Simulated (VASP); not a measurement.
V:

```xyz
1
Lattice="0.0000 1.7903 1.7903 1.7903 0.0000 1.7903 1.7903 1.7903 0.0000" Properties=species:S:1:pos:R:3 pbc="T T T"
V     0.0000    0.0000    0.0000
```

* Program: VASP 6.6.1
* Task: relaxation of cell and atoms
* Functional: PBE
* Potentials or basis: VASP PAW PBE potentials, release 64 (V_sv)
* Cutoff: 600 eV
* k mesh: 19 × 19 × 19
* Occupations: fermi-dirac, width 0.05 eV
* Spin: collinear spin, ferromagnetic start
* Starting moments: [1.5] μB

At the start: pressure 48.8 GPa; volume 11.48 Å³/atom.

Where does the relaxation end?

Over 19 steps the energy falls by 320.2 meV/atom and the volume is 13.92 Å³/atom (+21.3 %); space group Fm-3m (No. 225, to 0.05 Å); moment 0.00 μB per cell.

The path:
| step | energy change (eV) | largest force (eV/Å) | pressure (GPa) | volume (Å³) |
| --- | --- | --- | --- | --- |
| 1 | 0.0000 | 0.0000 | 48.82 | 11.48 |
| 2 | 0.1704 | 0.0000 | -28.69 | 18.32 |
| 3 | -0.3191 | 0.0000 | -2.11 | 14.09 |
| 4 | -0.3202 | 0.0000 | -0.44 | 13.95 |
| 5 | -0.3202 | 0.0000 | 0.25 | 13.90 |
| 6 | -0.3202 | 0.0000 | 0.23 | 13.90 |
| 7 | -0.3202 | 0.0000 | 0.22 | 13.90 |
| 8 | -0.3202 | 0.0000 | 0.24 | 13.90 |
| 9 | -0.3202 | 0.0000 | 0.24 | 13.90 |
| 10 | -0.3202 | 0.0000 | 0.24 | 13.90 |
| 11 | -0.3202 | 0.0000 | 0.24 | 13.90 |
| 12 | -0.3202 | 0.0000 | 0.24 | 13.90 |
| 13 | -0.3202 | 0.0000 | 0.24 | 13.90 |
| 14 | -0.3202 | 0.0000 | 0.23 | 13.90 |
| 15 | -0.3202 | 0.0000 | 0.21 | 13.90 |
| 16 | -0.3202 | 0.0000 | 0.21 | 13.90 |
| 17 | -0.3202 | 0.0000 | 0.17 | 13.91 |
| 18 | -0.3202 | 0.0000 | 0.11 | 13.91 |
| 19 | -0.3202 | 0.0000 | 0.04 | 13.92 |

Final structure:
```
CELL_PARAMETERS angstrom
0.00000 1.90923 1.90923
1.90923 0.00000 1.90923
1.90923 1.90923 0.00000
ATOMIC_POSITIONS crystal
V 0.00000 0.00000 0.00000
```

Caveat: the volume moved by over 15 % at a fixed basis, so the end points are rough.
